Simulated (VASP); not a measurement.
# TiB2 (Cmmm) in VASP: a series of runs, part 3 of 3

VASP 6.6.1. Earlier steps stand in the parts before.

## (7) Single point, PBE (strain +0.0100 x Voigt [0, 1, 0, 0, 0, 0])

INCAR

```
SYSTEM = TiB2
PREC = Accurate
ENCUT = 520
EDIFF = 1E-6
ISMEAR = 0
SIGMA = 0.15
LREAL = .FALSE.
LASPH = .TRUE.
NELM = 100
ALGO = Normal
ISIF = 2
LWAVE = .FALSE.
LCHARG = .FALSE.
GGA = PE
NBANDS = 16
```

KPOINTS

```
Automatic mesh
0
G
  18 18 14
  0 0 0
```

POSCAR

```
TiB2
1.0
    3.0318048529      0.0000000000      0.0000000000
   -1.5159024265      2.6518762222      0.0000000000
    0.0000000000      0.0000000000      3.2242295241
Ti B
1 2
Direct
    0.0000000000      0.0000000000      0.0000000000
    0.3333333333      0.6666666667      0.5000000000
    0.6666666667      0.3333333333      0.5000000000
```

Potentials or basis: VASP PAW PBE potentials, release 64 (Ti_sv, B).

On the command line:

```bash
cat potpaw_PBE.64/Ti_sv/POTCAR potpaw_PBE.64/B/POTCAR > POTCAR
mpirun -np 1 vasp_std > vasp.out
```

OUTCAR:

```text
SYSTEM = TiB2
   PREC = Accurate
   ENCUT = 520
   EDIFF = 1E-6
   ISMEAR = 0
   LREAL = .FALSE.
   LASPH = .TRUE.
   NELM = 100
   ISIF = 2
   GGA = PE

 ion  position               nearest neighbor table
   1  0.000  0.000  0.000-   2 2.38   3 2.38   2 2.38   3 2.38   3 2.38   3 2.38   2 2.38   2 2.38
                             3 2.39   3 2.39   2 2.39   2 2.39
   2  0.333  0.667  0.500-   3 1.75   3 1.75   3 1.77   1 2.38   1 2.38   1 2.38   1 2.38   1 2.39
                             1 2.39
   3  0.667  0.333  0.500-   2 1.75   2 1.75   2 1.77   1 2.38   1 2.38   1 2.38   1 2.38   1 2.39
                             1 2.39

  LATTYP: Found a base centered orthorhombic cell.
 ALAT       =     3.0318048529
 B/A-ratio  =     1.7493713157
 C/A-ratio  =     1.0634686863

  Lattice vectors:

 A1 = (   1.5159024265,  -2.6518762222,   0.0000000000)
 A2 = (   1.5159024264,   2.6518762222,   0.0000000000)
 A3 = (   0.0000000000,   0.0000000000,   3.2242295241)

Analysis of symmetry for initial positions (statically):
=====================================================================
 Subroutine PRICEL returns:
 Original cell was already a primitive cell.

 Routine SETGRP: Setting up the symmetry group for a
 base centered orthorhombic supercell.

 Subroutine GETGRP returns: Found  8 space group operations
 (whereof  8 operations were pure point group operations)
 out of a pool of  8 trial point group operations.

The static configuration has the point symmetry D_2h.

Analysis of symmetry for dynamics (positions and initial velocities):
=====================================================================
 Subroutine PRICEL returns:
 Original cell was already a primitive cell.

 Routine SETGRP: Setting up the symmetry group for a
 base centered orthorhombic supercell.

 Subroutine GETGRP returns: Found  8 space group operations
 (whereof  8 operations were pure point group operations)
 out of a pool of  8 trial point group operations.

The dynamic configuration has the point symmetry D_2h.

 Subroutine INISYM returns: Found  8 space group operations
 (whereof  8 operations are pure point group operations),
 and found     1 'primitive' translations

----------------------------------------------------------------------------------------

                                     Primitive cell

  volume of cell :      25.9227

  direct lattice vectors                    reciprocal lattice vectors
     3.031804853  0.000000000  0.000000000     0.329836533  0.188545753  0.000000000
    -1.515902427  2.651876222  0.000000000     0.000000000  0.377091507  0.000000000
     0.000000000  0.000000000  3.224229524     0.000000000  0.000000000  0.310151617

  length of vectors
     3.031804853  3.054571601  3.224229524     0.379923202  0.377091507  0.310151617

  position of ions in fractional coordinates (direct lattice)
     0.000000000  0.000000000  0.000000000
     0.333333333  0.666666667  0.500000000
     0.666666667  0.333333333  0.500000000

  ion indices of the primitive-cell ions
   primitive index   ion index
                 1           1
                 2           2
                 3           3

----------------------------------------------------------------------------------------

 KPOINTS: Automatic mesh

Automatic generation of k-mesh.
[... 24 lines left out ...]
  0.055556  0.000000  0.000000      4.000000
  0.111111  0.000000  0.000000      4.000000
  0.166667  0.000000  0.000000      4.000000
  0.222222  0.000000  0.000000      4.000000
  0.277778  0.000000  0.000000      4.000000
[... 16 lines left out ...]
 -0.333333  0.055556  0.000000      4.000000
 -0.277778  0.055556  0.000000      4.000000
 [... further k-points ...]
   k-points           NKPTS =    728   k-points in BZ     NKDIM =    728   number of bands    NBANDS=     16
   number of dos      NEDOS =    301   number of ions     NIONS =      3
   total plane-waves  NPLWV =  13824
   dimension x,y,z NGX =    24 NGY =   24 NGZ =   24
   dimension x,y,z NGXF=    48 NGYF=   48 NGZF=   48
   ions per type =               1   2
   NGX,Y,Z   is equivalent  to a cutoff of  13.16, 13.06, 12.37 a.u.
   NGXF,Y,Z  is equivalent  to a cutoff of  26.32, 26.12, 24.75 a.u.
 SYSTEM =  TiB2
   PREC   = accura    normal or accurate (medium, high low for compatibility)
   ISTART =      0    job   : 0-new  1-cont  2-samecut
   ICHARG =      2    charge: 1-file 2-atom 10-const
   ISPIN  =      1    spin polarized calculation?
   LNONCOLLINEAR =      F non collinear calculations
   LSORBIT =      F    spin-orbit coupling
   LASPH  =      T    aspherical Exc in radial PAW
   ENCUT  =  520.0 eV  38.22 Ry    6.18 a.u.   5.64  5.68  5.99*2*pi/ulx,y,z
   NELM   =    100;   NELMIN=  2; NELMDL= -5     # of ELM steps
   EDIFF  = 0.1E-05   stopping-criterion for ELM
   LREAL  =      F    real-space projection
   EDIFFG = 0.1E-04   stopping-criterion for IOM
   NSW    =      0    number of steps for IOM
   IBRION =     -1    ionic relax: 0-MD 1-quasi-New 2-CG
   NFREE  =      0    steps in history (QN), initial steepest desc. (CG)
   ISIF   =      2    stress and relaxation
   ISYM   =      2    0-nonsym 1-usesym 2-fastsym
   POTIM  = 0.5000    time-step for ionic-motion
   TEBEG  =    0.0;   TEEND  =   0.0 temperature during run
   PSTRESS=    0.0 pullay stress
   NELECT =      18.0000    total number of electrons
   NUPDOWN=      -1.0000    fix difference up-down
   EMIN   =  10.00;   EMAX   =-10.00  energy-range for DOS
   EFERMI =   0.00;   METHOD = LEGACY
   ISMEAR =     0;   SIGMA  =   0.15  broadening in eV -4-tet -1-fermi 0-gaus
   EFERMI_NEDOS =   21; number of points for ismear=-14 and -15
   IALGO  =     38    algorithm
   IMIX   =      4    mixing-type and parameters
     AMIX     =   0.40;   BMIX     =  1.00
     AMIX_MAG =   1.60;   BMIX_MAG =  1.00
  volume/ion in A,a.u.               =       8.64        58.31
  Fermi-wavevector in a.u.,A,eV,Ry     =   1.449680  2.739498 28.593629  2.101572
  Thomas-Fermi vector in A             =   2.567379
   LORBIT       =      0    0 simple, 1 ext, 2 COOP (PROOUT), +10 PAW based schemes
   GGA     = PE    functional components
   LHFCALC =     F    Hartree Fock is set to
   AEXX    =    0.0000 exact exchange contribution
   IVDW    =     0    specifies the selected vdW correction
   LEPSILON=     F    determine dielectric tensor
   LRPA    =     F    only Hartree local field effects (RPA)
 non-spin polarized calculation
 Gauss-broadening in eV      SIGMA  =   0.15
  energy-cutoff  :      520.00
  volume of cell :       25.92
 maximum number of plane-waves:       719
   NGX = 11   NGY = 11   NGZ = 11

 number of electron      18.0000000 magnetization

 Free energy of the ion-electron system (eV)
  ---------------------------------------------------
  ext. energy  EPLUGINS =         0.00000000
  ---------------------------------------------------
  free energy    TOTEN  =       -24.42711214 eV

  energy without entropy =      -24.42311677  energy(sigma->0) =      -24.42511446

 E-fermi :   9.9160     XC(G=0): -12.7204

 val. band max:        9.9128514606   @ k =  -0.1111   0.0556   0.4286
 cond. band min:       9.9224779480   @ k =   0.0000   0.0556   0.3571
 fundamental gap:      0.0096264875
 Fermi energy:         9.9159794399

 k-point     1 :       0.0000    0.0000    0.0000
  band No.  band energies     occupation
      1     -47.0847      2.00000
      2     -23.4293      2.00000
      3     -23.1394      2.00000
      4     -23.1241      2.00000
      5      -3.5543      2.00000
      6       7.2136      2.00000
[... 433 lines left out ...]
      3     -23.3267      2.00000
      4     -23.1861      2.00000
      5      -2.3561      2.00000
      6       4.6357      2.00000
[... 8 lines left out ...]
     15      17.0991      0.00000
     16      18.9532      0.00000

 [... further k-points ...]

------------------------ aborting loop because EDIFF is reached ----------------------------------------

  FORCE on cell =-STRESS in cart. coord.  units (eV):
  Direction    XX          YY          ZZ          XY          YZ          ZX
  --------------------------------------------------------------------------------------
  -------------------------------------------------------------------------------------
  Total       -0.0570771     -0.9857529     -0.1175423      0.0000000      0.0000000      0.0000000
  in kB       -3.5277040    -60.9253740     -7.2648081      0.0000000      0.0000000      0.0000000
  external PRESSURE =     -23.9059620 kB  Pullay stress =       0.0000000 kB

 VOLUME and BASIS-vectors are now :
 -----------------------------------------------------------------------------
  energy-cutoff  :      520.00
  volume of cell :       25.92
      direct lattice vectors                 reciprocal lattice vectors
     3.031804853  0.000000000  0.000000000     0.329836533  0.188545753  0.000000000
    -1.515902427  2.651876222  0.000000000     0.000000000  0.377091507  0.000000000
     0.000000000  0.000000000  3.224229524     0.000000000  0.000000000  0.310151617

 POSITION                                       TOTAL-FORCE (eV/Angst)
 -----------------------------------------------------------------------------------
      0.00000      0.00000      0.00000        -0.000000      0.000000      0.000000
     -0.00000      1.76792      1.61211        -0.000000      0.025622      0.000000
      1.51590      0.88396      1.61211         0.000000     -0.025622      0.000000
 -----------------------------------------------------------------------------------
    total drift:                               -0.000000      0.000000      0.000000

  FREE ENERGIE OF THE ION-ELECTRON SYSTEM (eV)
  ---------------------------------------------------
  free  energy   TOTEN  =       -24.4271121423 eV

  energy  without entropy=      -24.4231167712  energy(sigma->0) =      -24.42511446
```

OSZICAR:

```text
N       E                     dE             d eps       ncg     rms          rms(c)
DAV:   1     0.121401400556E+03    0.12140E+03   -0.89991E+03 23336   0.128E+03
DAV:   2    -0.223427754596E+02   -0.14374E+03   -0.13878E+03 25136   0.341E+02
DAV:   3    -0.293662665769E+02   -0.70235E+01   -0.69584E+01 33992   0.732E+01
DAV:   4    -0.295292426158E+02   -0.16298E+00   -0.16287E+00 28208   0.999E+00
DAV:   5    -0.295335766104E+02   -0.43340E-02   -0.43339E-02 33816   0.136E+00    0.165E+01
DAV:   6    -0.244458957363E+02    0.50877E+01   -0.20779E+01 33712   0.481E+01    0.376E+00
DAV:   7    -0.244273723408E+02    0.18523E-01   -0.10719E+00 25224   0.118E+01    0.328E+00
DAV:   8    -0.244296215560E+02   -0.22492E-02   -0.86190E-02 39152   0.247E+00    0.781E-01
DAV:   9    -0.244276827060E+02    0.19389E-02   -0.38367E-02 29384   0.246E+00    0.272E-01
DAV:  10    -0.244270960814E+02    0.58662E-03   -0.28795E-03 30824   0.644E-01    0.605E-02
DAV:  11    -0.244271317208E+02   -0.35639E-04   -0.52889E-04 32496   0.257E-01    0.571E-02
DAV:  12    -0.244271127105E+02    0.19010E-04   -0.10926E-04 27528   0.133E-01    0.104E-02
DAV:  13    -0.244271121423E+02    0.56826E-06   -0.45200E-06 27888   0.192E-02
   1 F= -.24427112E+02 E0= -.24425114E+02  d E =-.399537E-02
```

stdout:

```text
POSCAR found type information on POSCAR TiB
 POSCAR found :  2 types and       3 ions
 scaLAPACK will be used
 LDA part: xc-table for (Slater+PW92), standard interpolation
 POSCAR, INCAR and KPOINTS ok, starting setup
 FFT: planning ... GRIDC
 FFT: planning ... GRID_SOFT
 FFT: planning ... GRID
 WAVECAR not read
 entering main loop
```

Wall time 82 s (1 thread of Intel Xeon 6975P-C (Granite Rapids), shared host); peak memory 0.39 GiB.

What came out:

```yaml
Free_energy: -24.4271 eV
Pressure: -2.4 GPa
Largest_force: 0.026 eV/Å
Band_gap_on_the_k_mesh: zero (bands 9 and 10 overlap by 0.54 eV)
```

Forces on the atoms (eV/Å):
```
Ti   0.000  0.000  0.000
B    0.000  0.026  0.000
B    0.000 -0.026  0.000
```

Stress tensor (GPa, compression positive):
```
-0.35  0.00  0.00
 0.00 -6.09  0.00
 0.00  0.00 -0.73
```

Levels at points of the mesh, in eV from the Fermi level:
```csv
k point,band 5,band 6,band 7,band 8,band 9,band 10,band 11,band 12,band 13,band 14
"(0.00, 0.00, 0.00)",-13.47,-2.70,-2.61,-2.27,-2.10,1.82,1.85,3.60,3.63,5.55
"(0.50, 0.00, 0.00)",-9.35,-9.23,-3.34,-3.16,-2.29,1.28,2.65,3.12,3.33,7.36
"(0.00, 0.50, 0.00)",-9.36,-9.32,-3.22,-3.19,-2.24,1.33,2.63,3.13,3.37,7.30
"(0.00, 0.00, 0.50)",-11.55,-7.59,-0.63,-0.58,-0.28,-0.23,0.35,0.45,1.66,6.40
"(0.50, 0.00, 0.50)",-9.71,-7.53,-4.70,-3.83,-3.15,2.46,2.84,4.40,4.53,5.15
"(0.00, 0.50, 0.50)",-9.77,-7.53,-4.58,-3.80,-3.24,2.44,2.82,4.37,4.51,5.38
```

Caveat: the cell differs from its parent crystal (strain +0.0100 x Voigt [0, 1, 0, 0, 0, 0]).

## (8) Overview

```csv
cell,gap on the mesh (eV),pressure (GPa),largest force (eV/Å)
"a = 3.032, b = 2.986, c = 3.224 Å, angles 90.0, 90.0, 120.5°, 3 atoms",none,6.1,0.09
"a = 3.032, b = 2.998, c = 3.224 Å, angles 90.0, 90.0, 120.4°, 3 atoms",none,4.6,0.06
"a = 3.032, b = 3.009, c = 3.224 Å, angles 90.0, 90.0, 120.2°, 3 atoms",none,3.1,0.04
"a = 3.032, b = 3.020, c = 3.224 Å, angles 90.0, 90.0, 120.1°, 3 atoms",none,1.6,0.02
"a = 3.032, b = 3.043, c = 3.224 Å, angles 90.0, 90.0, 119.9°, 3 atoms",none,-1.1,0.01
"a = 3.032, b = 3.055, c = 3.224 Å, angles 90.0, 90.0, 119.8°, 3 atoms",none,-2.4,0.03
```

Alike in all rows: task single point; level PBE; potentials or basis VASP PAW PBE potentials, release 64 (Ti_sv, B); no spin polarisation; k mesh 18 × 18 × 14; cutoff (eV) 520; smearing gaussian 0.15 eV.

Caveats: the cell stands under pressure (at least some runs).

Total energies depend on the potentials used, so only differences within one code and one set of settings carry meaning.
